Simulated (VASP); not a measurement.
# ZnF2 (P4_2/mnm) in VASP: single point with PBEsol

Aim: the single point of ZnF2 with PBEsol.

All numbers are computed with VASP 6.6.1; they aren't measurements. Logs are shortened: lines on timing, memory, paths and dates and some standing lists are left out, and cuts for length are marked.

## 1. The cell of the first run

Symmetry: P4_2/mnm, No. 136, tetragonal system. The conventional cell has a = 4.717 Å, b = 4.717 Å, c = 3.129 Å, α = 90.00°, β = 90.00°, γ = 90.00°. Zn (site symmetry mmm) has 6 F at 2.03 to 2.04 Å within 2.7 Å. Within 2.7 Å of F (site symmetry m2m) lie 3 Zn at 2.03 to 2.04 Å and 1 F at 2.62 Å.

## 2. Single point, PBEsol

The input, INCAR:

```
SYSTEM = ZnF2
PREC = Accurate ; ENCUT = 600
EDIFF = 1E-6 ; ISMEAR = 0
SIGMA = 0.02 ; LREAL = .FALSE.
LASPH = .TRUE. ; NELM = 120
ALGO = Normal ; ISIF = 2
LWAVE = .FALSE. ; LCHARG = .FALSE.
GGA = PS ; NBANDS = 122
GGA_COMPAT = .FALSE.
```

The input, KPOINTS:

```
regular mesh
0
G
  2 2 2
  0 0 0
```

The input, POSCAR:

```
ZnF2
1.0
    4.7171584267      4.7171584267      0.0000000000
   -4.7171584267      4.7171584267      0.0000000000
    0.0000000000     -4.7171584267      6.2573005478
Zn F
8 16
Direct
    0.6250000000      0.1250000000      0.2500000000
    0.8750000000      0.3750000000      0.7500000000
    0.1250000000      0.6250000000      0.2500000000
    0.3750000000      0.8750000000      0.7500000000
    0.0000000000      0.0000000000      0.0000000000
    0.2500000000      0.2500000000      0.5000000000
    0.5000000000      0.5000000000      0.0000000000
    0.7500000000      0.7500000000      0.5000000000
    0.6961638919      0.0000000000      0.0000000000
    0.9461638919      0.2500000000      0.5000000000
    0.1961638919      0.5000000000      0.0000000000
    0.4461638919      0.7500000000      0.5000000000
    0.6250000000      0.8211638919      0.2500000000
    0.8750000000      0.0711638919      0.7500000000
    0.1250000000      0.3211638919      0.2500000000
    0.3750000000      0.5711638919      0.7500000000
    0.3038361081      0.0000000000      0.0000000000
    0.5538361081      0.2500000000      0.5000000000
    0.8038361081      0.5000000000      0.0000000000
    0.0538361081      0.7500000000      0.5000000000
    0.6250000000      0.4288361081      0.2500000000
    0.8750000000      0.6788361081      0.7500000000
    0.1250000000      0.9288361081      0.2500000000
    0.3750000000      0.1788361081      0.7500000000
```

Potentials or basis: VASP PAW PBE potentials, release 64 (Zn, F).

On the command line:

```bash
$ cat potpaw_PBE.64/Zn/POTCAR potpaw_PBE.64/F/POTCAR > POTCAR
$ mpirun -np 1 vasp_std > vasp.out
```

OUTCAR:

```text
SYSTEM = ZnF2
   PREC = Accurate
   ENCUT = 600
   EDIFF = 1E-6
   ISMEAR = 0
   LREAL = .FALSE.
   LASPH = .TRUE.
   NELM = 120
   ISIF = 2
   GGA = PS

 ion  position               nearest neighbor table
   1  0.625  0.125  0.250-  13 2.03  21 2.03   9 2.04  17 2.04  18 2.04  10 2.04
   2  0.875  0.375  0.750-  14 2.03  22 2.03  10 2.04  18 2.04  19 2.04  11 2.04
   3  0.125  0.625  0.250-  15 2.03  23 2.03  11 2.04  19 2.04  20 2.04  12 2.04
   4  0.375  0.875  0.750-  16 2.03  24 2.03   9 2.04  17 2.04  20 2.04  12 2.04
   5  0.000  0.000  0.000-   9 2.03  17 2.03  15 2.04  14 2.04  22 2.04  23 2.04
   6  0.250  0.250  0.500-  10 2.03  18 2.03  16 2.04  15 2.04  23 2.04  24 2.04
   7  0.500  0.500  0.000-  11 2.03  19 2.03  16 2.04  13 2.04  21 2.04  24 2.04
   8  0.750  0.750  0.500-  12 2.03  20 2.03  14 2.04  13 2.04  21 2.04  22 2.04
   9  0.696  0.000  0.000-   5 2.03   4 2.04   1 2.04
  10  0.946  0.250  0.500-   6 2.03   2 2.04   1 2.04
  11  0.196  0.500  0.000-   7 2.03   3 2.04   2 2.04
  12  0.446  0.750  0.500-   8 2.03   4 2.04   3 2.04
  13  0.625  0.821  0.250-   1 2.03   7 2.04   8 2.04
  14  0.875  0.071  0.750-   2 2.03   5 2.04   8 2.04
[... 8 lines left out ...]
  23  0.125  0.929  0.250-   3 2.03   5 2.04   6 2.04
  24  0.375  0.179  0.750-   4 2.03   6 2.04   7 2.04

  LATTYP: Found a body centered tetragonal cell.
 ALAT       =     6.6710694229
 C/A-ratio  =     1.8759512609

  Lattice vectors:

 A1 = (   4.7171584267,   0.0000000000,  -6.2573005478)
 A2 = (  -4.7171584267,   0.0000000000,  -6.2573005478)
 A3 = (   0.0000000000,   4.7171584267,   6.2573005478)

Analysis of symmetry for initial positions (statically):
=====================================================================
 Subroutine PRICEL returns following result:

  LATTYP: Found a simple tetragonal cell.
 ALAT       =     4.7171584267
 C/A-ratio  =     0.6632489289

  Lattice vectors:

 A1 = (   0.0000000000,   4.7171584267,   0.0000000000)
 A2 = (  -4.7171584267,   0.0000000000,   0.0000000000)
 A3 = (   0.0000000000,   0.0000000000,   3.1286502739)

   4 primitive cells build up your supercell.

 Routine SETGRP: Setting up the symmetry group for a
 body centered tetragonal supercell.

 Subroutine GETGRP returns: Found 16 space group operations
 (whereof  8 operations were pure point group operations)
 out of a pool of 16 trial point group operations.

The static configuration has the point symmetry D_2h.
 The point group associated with its full space group is D_4h.

Analysis of symmetry for dynamics (positions and initial velocities):
=====================================================================
 Subroutine PRICEL returns following result:

  LATTYP: Found a simple tetragonal cell.
 ALAT       =     4.7171584267
 C/A-ratio  =     0.6632489289

  Lattice vectors:

 A1 = (   0.0000000000,   4.7171584267,   0.0000000000)
 A2 = (  -4.7171584267,   0.0000000000,   0.0000000000)
 A3 = (   0.0000000000,   0.0000000000,   3.1286502739)

   4 primitive cells build up your supercell.

 Routine SETGRP: Setting up the symmetry group for a
 body centered tetragonal supercell.

 Subroutine GETGRP returns: Found 16 space group operations
 (whereof  8 operations were pure point group operations)
 out of a pool of 16 trial point group operations.

The dynamic configuration has the point symmetry D_2h.
 The point group associated with its full space group is D_4h.

 Subroutine INISYM returns: Found 16 space group operations
 (whereof  8 operations are pure point group operations),
 and found     4 'primitive' translations

----------------------------------------------------------------------------------------

                                     Primitive cell

  volume of cell :      69.6174

  direct lattice vectors                    reciprocal lattice vectors
     0.000000000  4.717158427  0.000000000     0.000000000  0.211992032  0.000000000
    -4.717158427  0.000000000  0.000000000    -0.211992032  0.000000000  0.000000000
     0.000000000  0.000000000  3.128650274     0.000000000  0.000000000  0.319626648

  length of vectors
     4.717158427  4.717158427  3.128650274     0.211992032  0.211992032  0.319626648

  position of ions in fractional coordinates (direct lattice)
     0.500000000  0.500000000  0.500000000
     0.000000000  0.000000000  0.000000000
     0.696163892  0.303836108  0.000000000
     0.196163892  0.196163892  0.500000000
     0.303836108  0.696163892  1.000000000
     0.803836108  0.803836108  0.500000000

  ion indices of the primitive-cell ions
   primitive index   ion index
                 1           1
                 2           5
                 3           9
                 4          13
                 5          18
                 6          21

----------------------------------------------------------------------------------------

 KPOINTS: regular mesh

Automatic generation of k-mesh.
 Grid dimensions read from file:
 generate k-points for:    2    2    2

 Generating k-lattice:

  Cartesian coordinates                     Fractional coordinates (reciprocal lattice)
     0.052998008  0.052998008  0.039953331     0.500000000  0.000000000  0.000000000
    -0.052998008  0.052998008  0.039953331     0.000000000  0.500000000  0.000000000
     0.000000000  0.000000000  0.079906662     0.000000000  0.000000000  0.500000000

  Length of vectors
     0.084934365  0.084934365  0.079906662

  Shift w.r.t. Gamma in fractional coordinates (k-lattice)
     0.000000000  0.000000000  0.000000000

 Subroutine IBZKPT returns following result:
 ===========================================

 Found      4 irreducible k-points:

 Following reciprocal coordinates:
            Coordinates               Weight
  0.000000  0.000000  0.000000      1.000000
  0.500000  0.000000  0.000000      4.000000
  0.500000  0.500000  0.000000      2.000000
  0.000000  0.000000  0.500000      1.000000
   k-points           NKPTS =      4   k-points in BZ     NKDIM =      4   number of bands    NBANDS=    122
   number of dos      NEDOS =    301   number of ions     NIONS =     24
   total plane-waves  NPLWV = 186624
   dimension x,y,z NGX =    54 NGY =   54 NGZ =   64
   dimension x,y,z NGXF=   108 NGYF=  108 NGZF=  128
   ions per type =               8  16
   NGX,Y,Z   is equivalent  to a cutoff of  13.46, 13.46, 13.58 a.u.
   NGXF,Y,Z  is equivalent  to a cutoff of  26.91, 26.91, 27.16 a.u.
 SYSTEM =  ZnF2
   PREC   = accura    normal or accurate (medium, high low for compatibility)
   ISTART =      0    job   : 0-new  1-cont  2-samecut
   ICHARG =      2    charge: 1-file 2-atom 10-const
   ISPIN  =      1    spin polarized calculation?
   LNONCOLLINEAR =      F non collinear calculations
   LSORBIT =      F    spin-orbit coupling
   LASPH  =      T    aspherical Exc in radial PAW
   ENCUT  =  600.0 eV  44.10 Ry    6.64 a.u.  13.32 13.32 15.65*2*pi/ulx,y,z
   NELM   =    120;   NELMIN=  2; NELMDL= -5     # of ELM steps
   EDIFF  = 0.1E-05   stopping-criterion for ELM
   LREAL  =      F    real-space projection
[... 7 lines left out ...]
   TEBEG  =    0.0;   TEEND  =   0.0 temperature during run
   PSTRESS=    0.0 pullay stress
   NELECT =     208.0000    total number of electrons
   NUPDOWN=      -1.0000    fix difference up-down
   EMIN   =  10.00;   EMAX   =-10.00  energy-range for DOS
   EFERMI =   0.00;   METHOD = LEGACY
   ISMEAR =     0;   SIGMA  =   0.02  broadening in eV -4-tet -1-fermi 0-gaus
   EFERMI_NEDOS =   21; number of points for ismear=-14 and -15
   IALGO  =     38    algorithm
   IMIX   =      4    mixing-type and parameters
     AMIX     =   0.40;   BMIX     =  1.00
     AMIX_MAG =   1.60;   BMIX_MAG =  1.00
  volume/ion in A,a.u.               =      11.60        78.30
  Fermi-wavevector in a.u.,A,eV,Ry     =   1.485377  2.806955 30.019135  2.206344
  Thomas-Fermi vector in A             =   2.598796
   LORBIT       =      0    0 simple, 1 ext, 2 COOP (PROOUT), +10 PAW based schemes
   GGA     = PS    functional components
   LHFCALC =     F    Hartree Fock is set to
   AEXX    =    0.0000 exact exchange contribution
   IVDW    =     0    specifies the selected vdW correction
   LEPSILON=     F    determine dielectric tensor
   LRPA    =     F    only Hartree local field effects (RPA)
 non-spin polarized calculation
 Gauss-broadening in eV      SIGMA  =   0.02
  energy-cutoff  :      600.00
  volume of cell :      278.47
 maximum number of plane-waves:      9306
 NGX is ok and might be reduce to    54
   NGX = 27   NGY = 27   NGZ = 31

 number of electron     207.9999987 magnetization

 Free energy of the ion-electron system (eV)
  ---------------------------------------------------
  ext. energy  EPLUGINS =         0.00000000
  ---------------------------------------------------
  free energy    TOTEN  =       -98.87686641 eV

  energy without entropy =      -98.87686641  energy(sigma->0) =      -98.87686641

 E-fermi :  -1.1662     XC(G=0): -10.5305

 val. band max:       -1.2973222211   @ k =   0.0000   0.0000   0.0000
 cond. band min:       2.0722123023   @ k =   0.0000   0.0000   0.0000
 fundamental gap:      3.3695345234
 Fermi energy:        -1.1662323290

 k-point     1 :       0.0000    0.0000    0.0000
  band No.  band energies     occupation
      1     -23.0588      2.00000
      2     -22.5328      2.00000
      3     -22.5328      2.00000
      4     -22.5328      2.00000
      5     -22.5328      2.00000
      6     -22.4840      2.00000
[... 108 lines left out ...]
    115       8.7130      0.00000
    116       8.7130      0.00000

 k-point     2 :       0.5000    0.0000    0.0000
  band No.  band energies     occupation
      1     -22.8382      2.00000
      2     -22.8382      2.00000
      3     -22.5754      2.00000
      4     -22.5754      2.00000
      5     -22.4674      2.00000
      6     -22.4674      2.00000
[... 108 lines left out ...]
    115       9.4230      0.00000
    116       9.4230      0.00000

 k-point     3 :       0.5000    0.5000    0.0000
  band No.  band energies     occupation
      1     -22.7216      2.00000
      2     -22.7216      2.00000
      3     -22.5970      2.00000
      4     -22.5970      2.00000
      5     -22.5970      2.00000
      6     -22.5970      2.00000
[... 108 lines left out ...]
    115       9.1157      0.00000
    116       9.1157      0.00000

 k-point     4 :       0.0000    0.0000    0.5000
  band No.  band energies     occupation
      1     -22.8625      2.00000
      2     -22.8625      2.00000
      3     -22.6225      2.00000
      4     -22.6225      2.00000
      5     -22.4406      2.00000
      6     -22.4406      2.00000
[... 108 lines left out ...]
    115       9.6816      0.00000
    116       9.6816      0.00000
 [bands above 116 left out]

------------------------ aborting loop because EDIFF is reached ----------------------------------------

  FORCE on cell =-STRESS in cart. coord.  units (eV):
  Direction    XX          YY          ZZ          XY          YZ          ZX
  --------------------------------------------------------------------------------------
  -------------------------------------------------------------------------------------
  Total        0.7176336      0.7176336      1.2782942      0.0000000      0.0000000      0.0000000
  in kB        4.1289098      4.1289098      7.3546747      0.0000000      0.0000000      0.0000000
  external PRESSURE =       5.2041648 kB  Pullay stress =       0.0000000 kB

 VOLUME and BASIS-vectors are now :
 -----------------------------------------------------------------------------
  energy-cutoff  :      600.00
  volume of cell :      278.47
      direct lattice vectors                 reciprocal lattice vectors
     4.717158427  4.717158427  0.000000000     0.105996016  0.105996016  0.079906662
    -4.717158427  4.717158427  0.000000000    -0.105996016  0.105996016  0.079906662
     0.000000000 -4.717158427  6.257300548     0.000000000  0.000000000  0.159813324

 POSITION                                       TOTAL-FORCE (eV/Angst)
 -----------------------------------------------------------------------------------
      2.35858      2.35858      1.56433         0.000000      0.000000      0.000000
      2.35858      2.35858      4.69298         0.000000      0.000000      0.000000
     -2.35858      2.35858      1.56433         0.000000      0.000000      0.000000
     -2.35858      2.35858      4.69298         0.000000      0.000000      0.000000
      0.00000      0.00000      0.00000         0.000000      0.000000      0.000000
      0.00000      0.00000      3.12865         0.000000      0.000000      0.000000
[... 16 lines left out ...]
     -3.79182      3.79182      1.56433         0.010214     -0.010214     -0.000000
      0.92534     -0.92534      4.69298         0.010214     -0.010214      0.000000
 -----------------------------------------------------------------------------------
    total drift:                                0.000000     -0.000000      0.000000

  FREE ENERGIE OF THE ION-ELECTRON SYSTEM (eV)
  ---------------------------------------------------
  free  energy   TOTEN  =       -98.8768664109 eV

  energy  without entropy=      -98.8768664109  energy(sigma->0) =      -98.87686641
```

Wall time 3.7 min (1 thread of Oxide Virtual Turin-like, shared host); peak memory 0.43 GiB.

Results:

- Free energy: -98.8769 eV
- Pressure: 0.5 GPa
- Largest force: 0.014 eV/Å
- Band gap on the k mesh: 3.37 eV

Forces on the atoms (eV/Å):
```
Zn   0.000  0.000  0.000
Zn   0.000  0.000  0.000
Zn   0.000  0.000  0.000
Zn   0.000  0.000  0.000
Zn   0.000  0.000  0.000
Zn   0.000  0.000  0.000
Zn   0.000  0.000  0.000
Zn   0.000  0.000  0.000
F    0.010  0.010  0.000
F    0.010  0.010  0.000
F    0.010  0.010  0.000
F    0.010  0.010  0.000
F   -0.010  0.010  0.000
F   -0.010  0.010  0.000
F   -0.010  0.010  0.000
F   -0.010  0.010  0.000
F   -0.010 -0.010  0.000
F   -0.010 -0.010  0.000
F   -0.010 -0.010  0.000
F   -0.010 -0.010  0.000
F    0.010 -0.010  0.000
F    0.010 -0.010  0.000
F    0.010 -0.010  0.000
F    0.010 -0.010  0.000
```

Levels at points of the mesh, in eV from the valence-band top:
```
           k point  band 102  band 103  band 104  band 105  band 106  band 107
(0.00, 0.00, 0.00)     -0.31     -0.31      0.00      3.37      7.50      7.50
(0.50, 0.00, 0.00)     -0.22     -0.09     -0.09      5.28      5.28      7.31
(0.50, 0.50, 0.00)     -0.26     -0.04     -0.04      5.98      5.98      7.11
(0.00, 0.00, 0.50)     -0.47     -0.33     -0.33      5.21      5.21      6.92
```

Caveat: the k points lie up to 0.53 Å⁻¹ apart; the PAW data sets were made with another functional, which shifts forces and pressure a little.
